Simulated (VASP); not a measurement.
# WSe2 in VASP: notebook, part 2 of 2

VASP 6.6.1. Earlier steps stand in the parts before.

### Step 6. Single point, PBEsol (strain +0.030 along x and y, -0.015 along z)

The input, INCAR:

```
PREC = Accurate
ENCUT = 520
EDIFF = 1E-7
ISMEAR = 0
SIGMA = 0.05
LREAL = F
LASPH = T
NELM = 80
ALGO = Normal
ISIF = 2
LWAVE = F
LCHARG = T
GGA = PS
LELF = T
LVHAR = T
NBANDS = 20
```

The input, KPOINTS:

```
regular mesh
0
Gamma
  12 12 2
```

The input, POSCAR:

```
WSe2
1.0
    3.3683602588      0.0000000000      0.0000000000
   -1.6841801294      2.9170855532      0.0000000000
    0.0000000000      0.0000000000     16.4112988180
W Se
1 2
Direct
    0.0000000000      0.0000000000      0.0000000000
    0.3333333333      0.6666666667      0.1003992715
    0.3333333333      0.6666666667      0.8996007285
```

Potentials or basis: VASP PAW PBE potentials, release 64 (W_sv, Se).

Run with:

```sh
> cat potpaw_PBE.64/W_sv/POTCAR potpaw_PBE.64/Se/POTCAR > POTCAR
> mpirun -np 1 vasp_std > vasp.out
```

OUTCAR:

```text
PREC = Accurate
   ENCUT = 520
   EDIFF = 1E-7
   ISMEAR = 0
   LREAL = F
   LASPH = T
   NELM = 80
   ISIF = 2
   GGA = PS

 ion  position               nearest neighbor table
   1  0.000  0.000  0.000-   2 2.55   3 2.55   2 2.55   3 2.55   2 2.55   3 2.55
   2  0.333  0.667  0.100-   1 2.55   1 2.55   1 2.55
   3  0.333  0.667  0.900-   1 2.55   1 2.55   1 2.55

  LATTYP: Found a hexagonal cell.
 ALAT       =     3.3683602588
 C/A-ratio  =     4.8721922707

  Lattice vectors:

 A1 = (   3.3683602588,   0.0000000000,   0.0000000000)
 A2 = (  -1.6841801294,   2.9170855532,   0.0000000000)
 A3 = (   0.0000000000,   0.0000000000,  16.4112988180)

Analysis of symmetry for initial positions (statically):
=====================================================================
 Subroutine PRICEL returns:
 Original cell was already a primitive cell.

 Routine SETGRP: Setting up the symmetry group for a
 hexagonal supercell.

 Subroutine GETGRP returns: Found 12 space group operations
[... 164 lines left out ...]
  free energy    TOTEN  =       -23.16381079 eV

  energy without entropy =      -23.16381079  energy(sigma->0) =      -23.16381079

 E-fermi :  -0.6460     XC(G=0):  -4.7740

 val. band max:       -1.0816757773   @ k =   0.3333   0.3333   0.0000
 cond. band min:       0.2658530753   @ k =   0.3333   0.3333   0.0000
 fundamental gap:      1.3475288526
 Fermi energy:        -0.6460121113

 k-point     1 :       0.0000    0.0000    0.0000
  band No.  band energies     occupation
      1     -75.1226      2.00000
      2     -39.3172      2.00000
      3     -39.2558      2.00000
      4     -39.2558      2.00000
      5     -15.6623      2.00000
      6     -14.3580      2.00000
[... 541 lines left out ...]
     19       5.5253      0.00000
     20       5.5680      0.00000

 [... further k-points ...]

------------------------ aborting loop because EDIFF is reached ----------------------------------------

  FORCE on cell =-STRESS in cart. coord.  units (eV):
  Direction    XX          YY          ZZ          XY          YZ          ZX
  --------------------------------------------------------------------------------------
  -------------------------------------------------------------------------------------
  Total       -2.5871484     -2.5871484     -0.4636993      0.0000000     -0.0000000     -0.0000000
  in kB      -25.7052164    -25.7052164     -4.6071923      0.0000000     -0.0000000     -0.0000000
  external PRESSURE =     -18.6725417 kB  Pullay stress =       0.0000000 kB

 VOLUME and BASIS-vectors are now :
 -----------------------------------------------------------------------------
  energy-cutoff  :      520.00
  volume of cell :      161.25
      direct lattice vectors                 reciprocal lattice vectors
     3.368360259  0.000000000  0.000000000     0.296880358  0.171403955  0.000000000
    -1.684180129  2.917085553  0.000000000     0.000000000  0.342807909  0.000000000
     0.000000000  0.000000000 16.411298818     0.000000000  0.000000000  0.060933629

 POSITION                                       TOTAL-FORCE (eV/Angst)
 -----------------------------------------------------------------------------------
      0.00000      0.00000      0.00000        -0.000000      0.000000      0.000000
     -0.00000      1.94472      1.64768         0.000000      0.000000     -0.137404
     -0.00000      1.94472     14.76362         0.000000     -0.000000      0.137404
 -----------------------------------------------------------------------------------
    total drift:                                0.000000     -0.000000     -0.000000

  FREE ENERGIE OF THE ION-ELECTRON SYSTEM (eV)
  ---------------------------------------------------
  free  energy   TOTEN  =       -23.1638107859 eV

  energy  without entropy=      -23.1638107859  energy(sigma->0) =      -23.16381079
```

stdout:

```text
POSCAR found type information on POSCAR W Se
 POSCAR found :  2 types and       3 ions
 scaLAPACK will be used
 -----------------------------------------------------------------------------
|                                                                             |
|                                                                             |
|     You enforced a specific xc type in the INCAR file but a different       |
|     I HOPE YOU KNOW WHAT YOU ARE DOING!                                     |
|                                                                             |
 -----------------------------------------------------------------------------

 LDA part: xc-table for (Slater+PW92), standard interpolation
 POSCAR, INCAR and KPOINTS ok, starting setup
 FFT: planning ... GRIDC
 FFT: planning ... GRID_SOFT
 FFT: planning ... GRID
 WAVECAR not read
 entering main loop
```

Wall time 2.9 min (1 thread of Intel Xeon Platinum 8259CL at 2.50GHz (Skylake/Cascade Lake), shared host); peak memory 0.36 GiB.

Results:

| Item | Value |
| --- | --- |
| Free energy | -23.1638 eV |
| Largest force | 0.137 eV/Å |
| Band gap on the k mesh | 1.35 eV |

Forces on the atoms (eV/Å):
```
W    0.000  0.000  0.000
Se   0.000  0.000 -0.137
Se   0.000  0.000  0.137
```

Caveat: the cell differs from its parent crystal (strain +0.030 along x and y, -0.015 along z); the PAW data sets were made with another functional, which shifts forces and pressure a little; spin-orbit coupling is left out, which moves the levels of the heavy elements.

### Step 7. The runs side by side

```tsv
cell	gap on the mesh (eV)	largest force (eV/Å)
a = 3.319, b = 3.319, c = 16.411 Å, angles 90.0, 90.0, 120.0°, 3 atoms	1.48	0.18
a = 3.270, b = 3.270, c = 17.161 Å, angles 90.0, 90.0, 120.0°, 3 atoms	1.51	0.79
a = 3.368, b = 3.368, c = 16.161 Å, angles 90.0, 90.0, 120.0°, 3 atoms	1.29	0.31
a = 3.319, b = 3.319, c = 16.661 Å, angles 90.0, 90.0, 120.0°, 3 atoms	1.53	0.26
a = 3.368, b = 3.368, c = 16.411 Å, angles 90.0, 90.0, 120.0°, 3 atoms	1.35	0.14
```

Alike in all rows: task single point; level PBEsol; potentials or basis VASP PAW PBE potentials, release 64 (W_sv, Se); no spin polarisation; k mesh 12 × 12 × 2; cutoff (eV) 520; smearing gaussian 0.05 eV.

Caveats: the PAW data sets were made with another functional, which shifts forces and pressure a little; spin-orbit coupling is left out, which moves the levels of the heavy elements.

Absolute energies hang on the potentials; compare differences alone.
